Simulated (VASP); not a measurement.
# TlBr (Pm-3m) in VASP: a series of runs

Runs on TlBr. Level: PBEsol. Tasks: single point.

All numbers are computed with VASP 6.6.1; they aren't measurements. Logs are shortened: lines on timing, memory, paths and dates and some standing lists are left out, and cuts for length are marked.

## 1. The cell of the first run

The structure is cubic, space group Pm-3m (No. 221). Conventional cell: a = 3.575 Å, b = 3.575 Å, c = 3.575 Å, α = 90.00°, β = 90.00°, γ = 90.00°. Tl (site symmetry m-3m) has 8 Br at 3.10 Å and 6 Tl at 3.57 Å within 4.1 Å. Br (site symmetry m-3m) has 8 Tl at 3.10 Å and 6 Br at 3.57 Å within 4.1 Å.

## 2. Single point, PBEsol

File INCAR:

```
PREC = Accurate
ENCUT = 500
EDIFF = 1E-6
ISMEAR = 0
SIGMA = 0.01
LREAL = F
LASPH = T
NELM = 120
ALGO = Normal
ISIF = 2
LWAVE = F
LCHARG = T
GGA = PS
LELF = T
LVHAR = T
NBANDS = 17
GGA_COMPAT = F
```

File KPOINTS:

```
Automatic mesh
0
Gamma
  6 6 6
```

File POSCAR:

```
TlBr
1.0
    3.5747112680      0.0000000000      0.0000000000
    0.0000000000      3.5747112680      0.0000000000
    0.0000000000      0.0000000000      3.5747112680
Tl Br
1 1
Direct
    0.0000000000      0.0000000000      0.0000000000
    0.5000000000      0.5000000000      0.5000000000
```

Potentials or basis: VASP PAW PBE potentials, release 64 (Tl_d, Br).

Run with:

```sh
$ cat potpaw_PBE.64/Tl_d/POTCAR potpaw_PBE.64/Br/POTCAR > POTCAR
$ mpirun -np 1 vasp_std > vasp.out
```

OUTCAR:

```text
PREC = Accurate
   ENCUT = 500
   EDIFF = 1E-6
   ISMEAR = 0
   LREAL = F
   LASPH = T
   NELM = 120
   ISIF = 2
   GGA = PS

 ion  position               nearest neighbor table
   1  0.000  0.000  0.000-   2 3.10   2 3.10   2 3.10   2 3.10   2 3.10   2 3.10   2 3.10   2 3.10

   2  0.500  0.500  0.500-   1 3.10   1 3.10   1 3.10   1 3.10   1 3.10   1 3.10   1 3.10   1 3.10

  LATTYP: Found a simple cubic cell.
 ALAT       =     3.5747112680

  Lattice vectors:

 A1 = (   3.5747112680,   0.0000000000,   0.0000000000)
 A2 = (   0.0000000000,   3.5747112680,   0.0000000000)
 A3 = (   0.0000000000,   0.0000000000,   3.5747112680)

Analysis of symmetry for initial positions (statically):
=====================================================================
 Subroutine PRICEL returns:
 Original cell was already a primitive cell.

 Routine SETGRP: Setting up the symmetry group for a
 simple cubic supercell.

 Subroutine GETGRP returns: Found 48 space group operations
 (whereof 48 operations were pure point group operations)
 out of a pool of 48 trial point group operations.

The static configuration has the point symmetry O_h .

Analysis of symmetry for dynamics (positions and initial velocities):
=====================================================================
 Subroutine PRICEL returns:
 Original cell was already a primitive cell.

 Routine SETGRP: Setting up the symmetry group for a
 simple cubic supercell.

 Subroutine GETGRP returns: Found 48 space group operations
 (whereof 48 operations were pure point group operations)
 out of a pool of 48 trial point group operations.

The dynamic configuration has the point symmetry O_h .

 Subroutine INISYM returns: Found 48 space group operations
 (whereof 48 operations are pure point group operations),
 and found     1 'primitive' translations

----------------------------------------------------------------------------------------

                                     Primitive cell

  volume of cell :      45.6797

  direct lattice vectors                    reciprocal lattice vectors
     3.574711268  0.000000000  0.000000000     0.279742873  0.000000000  0.000000000
     0.000000000  3.574711268  0.000000000     0.000000000  0.279742873  0.000000000
     0.000000000  0.000000000  3.574711268     0.000000000  0.000000000  0.279742873

  length of vectors
     3.574711268  3.574711268  3.574711268     0.279742873  0.279742873  0.279742873

  position of ions in fractional coordinates (direct lattice)
     0.000000000  0.000000000  0.000000000
     0.500000000  0.500000000  0.500000000

  ion indices of the primitive-cell ions
   primitive index   ion index
                 1           1
                 2           2

----------------------------------------------------------------------------------------

 KPOINTS: Automatic mesh

Automatic generation of k-mesh.
 Grid dimensions read from file:
 generate k-points for:    6    6    6

 Generating k-lattice:

  Cartesian coordinates                     Fractional coordinates (reciprocal lattice)
     0.046623812  0.000000000  0.000000000     0.166666667  0.000000000  0.000000000
     0.000000000  0.046623812  0.000000000     0.000000000  0.166666667  0.000000000
     0.000000000  0.000000000  0.046623812     0.000000000  0.000000000  0.166666667

  Length of vectors
     0.046623812  0.046623812  0.046623812

  Shift w.r.t. Gamma in fractional coordinates (k-lattice)
     0.000000000  0.000000000  0.000000000

 Subroutine IBZKPT returns following result:
 ===========================================

 Found     20 irreducible k-points:

 Following reciprocal coordinates:
            Coordinates               Weight
  0.000000  0.000000  0.000000      1.000000
  0.166667  0.000000  0.000000      6.000000
  0.333333  0.000000  0.000000      6.000000
  0.500000  0.000000  0.000000      3.000000
  0.166667  0.166667  0.000000     12.000000
  0.333333  0.166667  0.000000     24.000000
[... 12 lines left out ...]
  0.500000  0.500000  0.333333      6.000000
  0.500000  0.500000  0.500000      1.000000
   k-points           NKPTS =     20   k-points in BZ     NKDIM =     20   number of bands    NBANDS=     17
   number of dos      NEDOS =    301   number of ions     NIONS =      2
   total plane-waves  NPLWV =  21952
   dimension x,y,z NGX =    28 NGY =   28 NGZ =   28
   dimension x,y,z NGXF=    56 NGYF=   56 NGZF=   56
   ions per type =               1   1
   NGX,Y,Z   is equivalent  to a cutoff of  13.02, 13.02, 13.02 a.u.
   NGXF,Y,Z  is equivalent  to a cutoff of  26.04, 26.04, 26.04 a.u.
 SYSTEM =  unknown system
   PREC   = accura    normal or accurate (medium, high low for compatibility)
   ISTART =      0    job   : 0-new  1-cont  2-samecut
   ICHARG =      2    charge: 1-file 2-atom 10-const
   ISPIN  =      1    spin polarized calculation?
   LNONCOLLINEAR =      F non collinear calculations
   LSORBIT =      F    spin-orbit coupling
   LASPH  =      T    aspherical Exc in radial PAW
   ENCUT  =  500.0 eV  36.75 Ry    6.06 a.u.   6.52  6.52  6.52*2*pi/ulx,y,z
   NELM   =    120;   NELMIN=  2; NELMDL= -5     # of ELM steps
   EDIFF  = 0.1E-05   stopping-criterion for ELM
   LREAL  =      F    real-space projection
   EDIFFG = 0.1E-04   stopping-criterion for IOM
   NSW    =      0    number of steps for IOM
   IBRION =     -1    ionic relax: 0-MD 1-quasi-New 2-CG
   NFREE  =      0    steps in history (QN), initial steepest desc. (CG)
   ISIF   =      2    stress and relaxation
   ISYM   =      2    0-nonsym 1-usesym 2-fastsym
   POTIM  = 0.5000    time-step for ionic-motion
   TEBEG  =    0.0;   TEEND  =   0.0 temperature during run
   PSTRESS=    0.0 pullay stress
   NELECT =      20.0000    total number of electrons
   NUPDOWN=      -1.0000    fix difference up-down
   EMIN   =  10.00;   EMAX   =-10.00  energy-range for DOS
   EFERMI =   0.00;   METHOD = LEGACY
   ISMEAR =     0;   SIGMA  =   0.01  broadening in eV -4-tet -1-fermi 0-gaus
   EFERMI_NEDOS =   21; number of points for ismear=-14 and -15
   IALGO  =     38    algorithm
   IMIX   =      4    mixing-type and parameters
     AMIX     =   0.40;   BMIX     =  1.00
     AMIX_MAG =   1.60;   BMIX_MAG =  1.00
  volume/ion in A,a.u.               =      22.84       154.13
  Fermi-wavevector in a.u.,A,eV,Ry     =   1.243113  2.349143 21.025482  1.545329
  Thomas-Fermi vector in A             =   2.377438
   LORBIT       =      0    0 simple, 1 ext, 2 COOP (PROOUT), +10 PAW based schemes
   GGA     = PS    functional components
   LHFCALC =     F    Hartree Fock is set to
   AEXX    =    0.0000 exact exchange contribution
   IVDW    =     0    specifies the selected vdW correction
   LEPSILON=     F    determine dielectric tensor
   LRPA    =     F    only Hartree local field effects (RPA)
 non-spin polarized calculation
 Gauss-broadening in eV      SIGMA  =   0.01
  energy-cutoff  :      500.00
  volume of cell :       45.68
 maximum number of plane-waves:      1189
 NGX is ok and might be reduce to    28
   NGX = 13   NGY = 13   NGZ = 13

 number of electron      20.0000004 magnetization

 Free energy of the ion-electron system (eV)
  ---------------------------------------------------
  ext. energy  EPLUGINS =         0.00000000
  ---------------------------------------------------
  free energy    TOTEN  =        -5.52126915 eV

  energy without entropy =       -5.52126915  energy(sigma->0) =       -5.52126915

 E-fermi :   6.6641     XC(G=0): -10.7796

 val. band max:        6.5961822018   @ k =   0.5000   0.0000   0.0000
 cond. band min:       6.7340154576   @ k =   0.5000   0.5000   0.5000
 fundamental gap:      0.1378332558
 Fermi energy:         6.6641184771

 k-point     1 :       0.0000    0.0000    0.0000
  band No.  band energies     occupation
      1      -9.7905      2.00000
      2      -4.7663      2.00000
      3      -4.7663      2.00000
      4      -4.3154      2.00000
      5      -4.3154      2.00000
      6      -4.3154      2.00000
[... 9 lines left out ...]
     16      20.2360      0.00000
     17      20.2360      0.00000

 k-point     2 :       0.1667    0.0000    0.0000
  band No.  band energies     occupation
      1      -9.6454      2.00000
      2      -4.7563      2.00000
      3      -4.6934      2.00000
      4      -4.3673      2.00000
      5      -4.3673      2.00000
      6      -4.3110      2.00000
[... 9 lines left out ...]
     16      19.5450      0.00000
     17      19.9495      0.00000

 k-point     3 :       0.3333    0.0000    0.0000
  band No.  band energies     occupation
      1      -9.3193      2.00000
      2      -4.7363      2.00000
      3      -4.5818      2.00000
      4      -4.4672      2.00000
      5      -4.4672      2.00000
      6      -4.3023      2.00000
[... 9 lines left out ...]
     16      17.7014      0.00000
     17      19.9345      0.00000

 k-point     4 :       0.5000    0.0000    0.0000
  band No.  band energies     occupation
      1      -9.1324      2.00000
      2      -4.7262      2.00000
      3      -4.5595      2.00000
      4      -4.5155      2.00000
      5      -4.5155      2.00000
      6      -4.2979      2.00000
[... 9 lines left out ...]
     16      19.8374      0.00000
     17      21.6245      0.00000

 k-point     5 :       0.1667    0.1667    0.0000
  band No.  band energies     occupation
      1      -9.5162      2.00000
      2      -4.7186      2.00000
      3      -4.6404      2.00000
      4      -4.4028      2.00000
      5      -4.3710      2.00000
      6      -4.3473      2.00000
[... 9 lines left out ...]
     16      18.3723      0.00000
     17      18.4743      0.00000

 k-point     6 :       0.3333    0.1667    0.0000
  band No.  band energies     occupation
      1      -9.2315      2.00000
      2      -4.6906      2.00000
      3      -4.5187      2.00000
      4      -4.4536      2.00000
      5      -4.4453      2.00000
      6      -4.3417      2.00000
[... 9 lines left out ...]
     16      18.2126      0.00000
     17      18.5864      0.00000

 k-point     7 :       0.5000    0.1667    0.0000
  band No.  band energies     occupation
      1      -9.0727      2.00000
      2      -4.6772      2.00000
      3      -4.4975      2.00000
      4      -4.4667      2.00000
      5      -4.4651      2.00000
      6      -4.3349      2.00000
[... 9 lines left out ...]
     16      18.5363      0.00000
     17      19.8203      0.00000

 k-point     8 :       0.3333    0.3333    0.0000
  band No.  band energies     occupation
      1      -9.0473      2.00000
      2      -4.6416      2.00000
      3      -4.4337      2.00000
      4      -4.4111      2.00000
      5      -4.3846      2.00000
      6      -4.3381      2.00000
[... 9 lines left out ...]
     16      18.2566      0.00000
     17      18.6210      0.00000
[... 123 lines left out ...]
      1      -8.8490      2.00000
      2      -4.5908      2.00000
      3      -4.5183      2.00000
      4      -4.4861      2.00000
      5      -4.3251      2.00000
      6      -4.2419      2.00000
[... 9 lines left out ...]
     16      17.7455      0.00000
     17      20.8682      0.00000

 k-point    16 :       0.5000    0.5000    0.1667
  band No.  band energies     occupation
      1      -8.7703      2.00000
      2      -4.5417      2.00000
      3      -4.5417      2.00000
      4      -4.4827      2.00000
      5      -4.3515      2.00000
      6      -4.1480      2.00000
[... 9 lines left out ...]
     16      18.2783      0.00000
     17      21.3719      0.00000

 k-point    17 :       0.3333    0.3333    0.3333
  band No.  band energies     occupation
      1      -8.7410      2.00000
      2      -4.6562      2.00000
      3      -4.6562      2.00000
      4      -4.3776      2.00000
      5      -4.3110      2.00000
      6      -4.3110      2.00000
[... 9 lines left out ...]
     16      17.7788      0.00000
     17      23.4066      0.00000

 k-point    18 :       0.5000    0.3333    0.3333
  band No.  band energies     occupation
      1      -8.6272      2.00000
      2      -4.7267      2.00000
      3      -4.6504      2.00000
      4      -4.4710      2.00000
      5      -4.3059      2.00000
      6      -4.2081      2.00000
[... 9 lines left out ...]
     16      19.6052      0.00000
     17      23.1361      0.00000

 k-point    19 :       0.5000    0.5000    0.3333
  band No.  band energies     occupation
      1      -8.5049      2.00000
      2      -4.7198      2.00000
      3      -4.7198      2.00000
      4      -4.6346      2.00000
      5      -4.2554      2.00000
      6      -4.1437      2.00000
[... 9 lines left out ...]
     16      20.4008      0.00000
     17      23.9084      0.00000

 k-point    20 :       0.5000    0.5000    0.5000
  band No.  band energies     occupation
      1      -8.3525      2.00000
      2      -4.8009      2.00000
      3      -4.8009      2.00000
      4      -4.8009      2.00000
      5      -4.1415      2.00000
      6      -4.1415      2.00000
[... 9 lines left out ...]
     16      21.2771      0.00000
     17      24.1453      0.00000

------------------------ aborting loop because EDIFF is reached ----------------------------------------

  FORCE on cell =-STRESS in cart. coord.  units (eV):
  Direction    XX          YY          ZZ          XY          YZ          ZX
  --------------------------------------------------------------------------------------
  -------------------------------------------------------------------------------------
  Total        4.2645654      4.2645654      4.2645654      0.0000000     -0.0000000     -0.0000000
  in kB      149.5761864    149.5761864    149.5761864      0.0000000     -0.0000000     -0.0000000
  external PRESSURE =     149.5761864 kB  Pullay stress =       0.0000000 kB

 VOLUME and BASIS-vectors are now :
 -----------------------------------------------------------------------------
  energy-cutoff  :      500.00
  volume of cell :       45.68
      direct lattice vectors                 reciprocal lattice vectors
     3.574711268  0.000000000  0.000000000     0.279742873  0.000000000  0.000000000
     0.000000000  3.574711268  0.000000000     0.000000000  0.279742873  0.000000000
     0.000000000  0.000000000  3.574711268     0.000000000  0.000000000  0.279742873

 POSITION                                       TOTAL-FORCE (eV/Angst)
 -----------------------------------------------------------------------------------
      0.00000      0.00000      0.00000         0.000000      0.000000      0.000000
      1.78736      1.78736      1.78736         0.000000      0.000000      0.000000
 -----------------------------------------------------------------------------------
    total drift:                               -0.000000      0.000000      0.000000

  FREE ENERGIE OF THE ION-ELECTRON SYSTEM (eV)
  ---------------------------------------------------
  free  energy   TOTEN  =        -5.5212691463 eV

  energy  without entropy=       -5.5212691463  energy(sigma->0) =       -5.52126915
```

Run time: 6.4 s. Hardware: 1 thread of Intel Xeon 6975P-C (Granite Rapids), shared host; peak memory 0.16 GiB.

What came out:

- Free energy: -5.5213 eV
- Pressure: 15.0 GPa
- Band gap on the k mesh: 0.14 eV, indirect (least direct gap 0.64 eV)

Caveat: the PAW data sets were made with another functional, which shifts forces and pressure a little; spin-orbit coupling is left out, which moves the levels of the heavy elements. A k mesh can miss the band edges.

[end of part 1 of 2]
